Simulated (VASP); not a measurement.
# Mo (I4/mmm) in VASP: a series of runs, part 2 of 2

VASP 6.6.1. The steps go on from the part before.

**5. Single point, PBEsol**

This run uses another cell than the first one, of the same volume but with other edges.

File INCAR:

```
PREC     = Accurate       # precision mode
ENCUT    = 520            # plane-wave cutoff, eV
EDIFF    = 1E-6           # SCF threshold, eV
ISMEAR   = 0              # smearing method
SIGMA    = 0.15           # smearing width, eV
LREAL    = False          # projectors in reciprocal space
LASPH    = True           # aspherical terms in the spheres
NELM     = 100            # most SCF steps
ALGO     = Fast           # electronic algorithm
ISIF     = 2              # what is computed and relaxed
LWAVE    = False          # write WAVECAR
LCHARG   = False          # write CHGCAR
GGA      = PS             # functional
NBANDS   = 13             # bands
```

File KPOINTS:

```
Automatic mesh
0
Gamma
  24 24 24
```

File POSCAR:

```
Mo
1.0
   -1.5218737400      1.5218737400      1.6740611140
    1.5218737400     -1.5218737400      1.6740611140
    1.5218737400      1.5218737400     -1.6740611140
Mo
1
Direct
    0.0000000000      0.0000000000      0.0000000000
```

Potentials or basis: VASP PAW PBE potentials, release 64 (Mo_sv).

Launch:

```
> cat potpaw_PBE.64/Mo_sv/POTCAR > POTCAR
> mpirun -np 1 vasp_std > vasp.out
```

OUTCAR:

```text
PREC = Accurate
   ENCUT = 520
   EDIFF = 1E-6
   ISMEAR = 0
   LREAL = False
   LASPH = True
   NELM = 100
   ISIF = 2
   GGA = PS

 ion  position               nearest neighbor table
   1  0.000  0.000  0.000-

  LATTYP: Found a body centered tetragonal cell.
 ALAT       =     3.0437474800
 C/A-ratio  =     1.1000000000

  Lattice vectors:

 A1 = (  -1.5218737400,   1.5218737400,   1.6740611140)
 A2 = (   1.5218737400,  -1.5218737400,   1.6740611140)
 A3 = (   1.5218737400,   1.5218737400,  -1.6740611140)

Analysis of symmetry for initial positions (statically):
=====================================================================
 Subroutine PRICEL returns:
 Original cell was already a primitive cell.

 Routine SETGRP: Setting up the symmetry group for a
 body centered tetragonal supercell.

 Subroutine GETGRP returns: Found 16 space group operations
 (whereof 16 operations were pure point group operations)
 out of a pool of 16 trial point group operations.

The static configuration has the point symmetry D_4h.

Analysis of symmetry for dynamics (positions and initial velocities):
=====================================================================
 Subroutine PRICEL returns:
 Original cell was already a primitive cell.

 Routine SETGRP: Setting up the symmetry group for a
 body centered tetragonal supercell.

 Subroutine GETGRP returns: Found 16 space group operations
 (whereof 16 operations were pure point group operations)
 out of a pool of 16 trial point group operations.

The dynamic configuration has the point symmetry D_4h.

 Subroutine INISYM returns: Found 16 space group operations
 (whereof 16 operations are pure point group operations),
 and found     1 'primitive' translations

----------------------------------------------------------------------------------------

                                     Primitive cell

  volume of cell :      15.5092

  direct lattice vectors                    reciprocal lattice vectors
    -1.521873740  1.521873740  1.674061114     0.000000000  0.328542366  0.298674879
[... 113 lines left out ...]
   LEPSILON=     F    determine dielectric tensor
   LRPA    =     F    only Hartree local field effects (RPA)
 non-spin polarized calculation
 RMM-DIIS sequential band-by-band and
 Gauss-broadening in eV      SIGMA  =   0.15
  energy-cutoff  :      520.00
  volume of cell :       15.51
 maximum number of plane-waves:       434
   NGX = 11   NGY = 11   NGZ = 11

 number of electron      14.0000004 magnetization

 Free energy of the ion-electron system (eV)
  ---------------------------------------------------
  ext. energy  EPLUGINS =         0.00000000
  ---------------------------------------------------
  free energy    TOTEN  =       -11.69508740 eV

  energy without entropy =      -11.68665701  energy(sigma->0) =      -11.69087221

 E-fermi :  12.5818     XC(G=0): -13.5710

 val. band max:       12.5817761825   @ k =  -0.3750   0.4167   0.2917
 cond. band min:      12.5830398592   @ k =  -0.2083   0.1250   0.0417
 fundamental gap:      0.0012636767
 Fermi energy:        12.5818266435

 k-point     1 :       0.0000    0.0000    0.0000
  band No.  band energies     occupation
      1     -48.5877      2.00000
      2     -21.8654      2.00000
      3     -21.8545      2.00000
      4     -21.8545      2.00000
      5       5.2821      2.00000
      6      10.9605      2.00000
      7      10.9605      2.00000
      8      11.9826      2.00000
      9      13.4984      0.00000
     10      14.8013      0.00000
     11      26.3633      0.00000
     12      28.1129      0.00000
     13      28.1129      0.00000
[... 354 lines left out ...]
  band No.  band energies     occupation
      1     -48.3187      2.00000
      2     -23.3030      2.00000
      3     -22.2706      2.00000
      4     -21.8748      2.00000
      5       7.3121      2.00000
      6       9.6026      2.00000
      7      13.3834      0.00000
      8      13.7066      0.00000
      9      15.2721      0.00000
     10      17.3742      0.00000
     11      24.0541      0.00000
     12      24.8576      0.00000
     13      30.4888      0.00000

 [... further k-points ...]

------------------------ aborting loop because EDIFF is reached ----------------------------------------

  FORCE on cell =-STRESS in cart. coord.  units (eV):
  Direction    XX          YY          ZZ          XY          YZ          ZX
  --------------------------------------------------------------------------------------
  -------------------------------------------------------------------------------------
  Total        0.6884287      0.6884287     -1.8276372      0.0000000     -0.0000000      0.0000000
  in kB       71.1182367     71.1182367   -188.8043634      0.0000000     -0.0000000      0.0000000
  external PRESSURE =     -15.5226300 kB  Pullay stress =       0.0000000 kB

 VOLUME and BASIS-vectors are now :
 -----------------------------------------------------------------------------
  energy-cutoff  :      520.00
  volume of cell :       15.51
      direct lattice vectors                 reciprocal lattice vectors
    -1.521873740  1.521873740  1.674061114     0.000000000  0.328542366  0.298674879
     1.521873740 -1.521873740  1.674061114     0.328542366  0.000000000  0.298674879
     1.521873740  1.521873740 -1.674061114     0.328542366  0.328542366  0.000000000

 POSITION                                       TOTAL-FORCE (eV/Angst)
 -----------------------------------------------------------------------------------
      0.00000      0.00000      0.00000        -0.000000     -0.000000     -0.000000
 -----------------------------------------------------------------------------------
    total drift:                                0.000000     -0.000000      0.000000

  FREE ENERGIE OF THE ION-ELECTRON SYSTEM (eV)
  ---------------------------------------------------
  free  energy   TOTEN  =       -11.6950874003 eV

  energy  without entropy=      -11.6866570134  energy(sigma->0) =      -11.69087221
```

It took 2.2 min on 1 thread of Intel Xeon Platinum 8259CL at 2.50GHz (Skylake/Cascade Lake), shared host; peak memory 0.3 GiB.

What came out:

```
Free energy            : -11.6951 eV
Pressure               : -1.6 GPa
Band gap on the k mesh : zero (bands 7 and 8 overlap by 4.95 eV)
```

Caveat: the PAW data sets were made with another functional, which shifts forces and pressure a little.

**6. Single point, PBEsol**

File INCAR:

```
SYSTEM = Mo
PREC = Accurate ; ENCUT = 520
EDIFF = 1E-6 ; ISMEAR = 0
SIGMA = 0.15 ; LREAL = .False.
LASPH = .True. ; NELM = 60
ALGO = Fast ; ISIF = 2
LWAVE = .False. ; LCHARG = .False.
GGA = PS ; NBANDS = 13
```

File KPOINTS:

```
Automatic mesh
0
Gamma
  24 24 24
  0 0 0
```

File POSCAR:

```
Mo
1.0
   -1.8135870227      1.8135870227      1.1788315648
    1.8135870227     -1.8135870227      1.1788315648
    1.8135870227      1.8135870227     -1.1788315648
Mo
1
Direct
    0.0000000000      0.0000000000      0.0000000000
```

Potentials or basis: VASP PAW PBE potentials, release 64 (Mo_sv).

Launch:

```
> cat potpaw_PBE.64/Mo_sv/POTCAR > POTCAR
> mpirun -np 1 vasp_std > vasp.out
```

Run time: 2.4 min. Hardware: 1 thread of Intel Xeon Platinum 8259CL at 2.50GHz (Skylake/Cascade Lake), shared host; peak memory 0.31 GiB.

The run converged. Its results:

* Free energy: -10.8886 eV
* Pressure: 18.8 GPa
* Band gap on the k mesh: zero (bands 7 and 8 overlap by 6.49 eV)

Stress tensor (GPa, compression positive):
```
-3.41  0.00  0.00
 0.00 -3.41  0.00
 0.00  0.00 63.20
```

Levels at points of the mesh, in eV from the Fermi level:
| k point | band 4 | band 5 | band 6 | band 7 | band 8 | band 9 | band 10 | band 11 |
| --- | --- | --- | --- | --- | --- | --- | --- | --- |
| (0.00, 0.00, 0.00) | -33.60 | -7.36 | -4.13 | -3.31 | 2.25 | 2.25 | 2.76 | 13.23 |
| (0.50, 0.00, 0.00) | -34.90 | -5.73 | -4.85 | 0.93 | 3.10 | 3.58 | 5.02 | 12.58 |
| (0.50, 0.50, 0.00) | -33.74 | -5.23 | -3.12 | -0.51 | 0.15 | 1.66 | 4.97 | 8.86 |
| (0.50, 0.50, 0.50) | -33.88 | -6.05 | -5.48 | 4.44 | 4.67 | 4.67 | 5.47 | 5.47 |

Caveat: the cell stands under pressure; the PAW data sets were made with another functional, which shifts forces and pressure a little.

**7. Summary**

```tsv
cell	gap on the mesh (eV)	pressure (GPa)
a = 2.788 Å, angles 101.5, 101.5, 126.9°, 1 atom	none	10.6
a = 2.765 Å, angles 117.3, 117.3, 94.8°, 1 atom	none	1.1
a = 2.725 Å, angles 107.3, 107.3, 113.9°, 1 atom	none	-1.7
a = 2.727 Å, angles 112.1, 112.1, 104.2°, 1 atom	none	-1.6
a = 2.823 Å, angles 100.0, 100.0, 130.6°, 1 atom	none	18.8
```

Alike in all rows: task single point; level PBEsol; potentials or basis VASP PAW PBE potentials, release 64 (Mo_sv); no spin polarisation; k mesh 24 × 24 × 24; cutoff (eV) 520; smearing gaussian 0.15 eV.

Caveats: the PAW data sets were made with another functional, which shifts forces and pressure a little; the cell stands under pressure (at least some runs).

Absolute energies hang on the potentials; compare differences alone.
